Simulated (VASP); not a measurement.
Input of a VASP 6.6.1 run:

Contents of INCAR:

```
SYSTEM = CsBa
PREC = Accurate
ENCUT = 600
EDIFF = 1E-6
ISMEAR = 0
SIGMA = 0.1
LREAL = .FALSE.
LASPH = .TRUE.
NELM = 60
ALGO = Fast
ISIF = 3
LWAVE = .FALSE.
LCHARG = .FALSE.
GGA = PE
IBRION = 2
NSW = 90
EDIFFG = -0.04
```

The input KPOINTS:

```
regular mesh
0
G
  4 4 4
  0 0 0
```

Contents of POSCAR:

```
CsBa
1.0
    5.1559610835      0.0000000000      0.0000000000
    0.0000000000      5.1559610835      0.0000000000
    0.0000000000      0.0000000000      6.5150051735
Cs Ba
2 2
Direct
    0.0000000000      0.5000000000      0.2351000000
    0.5000000000      0.0000000000      0.7649000000
    0.0000000000      0.0000000000      0.0000000000
    0.5000000000      0.5000000000      0.0000000000
```

Potentials or basis: VASP PAW PBE potentials, release 64 (Cs_sv, Ba_sv).

Run with:

```console
$ cat potpaw_PBE.64/Cs_sv/POTCAR potpaw_PBE.64/Ba_sv/POTCAR > POTCAR
$ mpirun -np 1 vasp_std > vasp.out
```

Task: Predict the space group after relaxing (to 0.1 Å).

Result: P4/mmm (No. 123).

Task: What does it give for the relaxed volume?

Result: 83.13 Å³/atom.

Forces in eV/Å, atoms in the order of the input:
```
Cs   0.000  0.000  0.008
Cs   0.000  0.000 -0.008
Ba   0.000  0.000  0.000
Ba   0.000  0.000  0.000
```

Caveat: the volume moved by over 15 % at a fixed basis, so the end points are rough.
